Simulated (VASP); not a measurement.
Runs of VASP 6.6.1 on Hg. The structure is that of space group Fm-3m (No. 225), or close to it. The cells are those of the table. 

```tsv
cell	gap on the mesh (eV)	pressure (GPa)
a = 3.192 Å, angles 60.0°, 1 atom	none	6.0
a = 3.581 Å, angles 60.0°, 1 atom	-	(b)
a = 3.348 Å, angles 60.0°, 1 atom	none	(a)
a = 3.514 Å, angles 60.0°, 1 atom	none	0.5
a = 3.232 Å, angles 60.0°, 1 atom	none	4.1
```

Alike in all rows: task single point; level PBE; potentials or basis VASP PAW PBE potentials, release 64 (Hg); no spin polarisation; k mesh 16 × 16 × 16; cutoff (eV) 500; smearing gaussian 0.05 eV.

**Question.** Estimate the missing entries.

**Answer.** (a) 1.6; (b) 0.0.

Caveats: spin-orbit coupling is left out, which moves the levels of the heavy elements; the cell stands under pressure (at least some runs).

A k mesh can miss the band edges, and the runs leave out spin-orbit coupling on Hg.

A gap of «none» marks levels without a gap at the run's occupations.
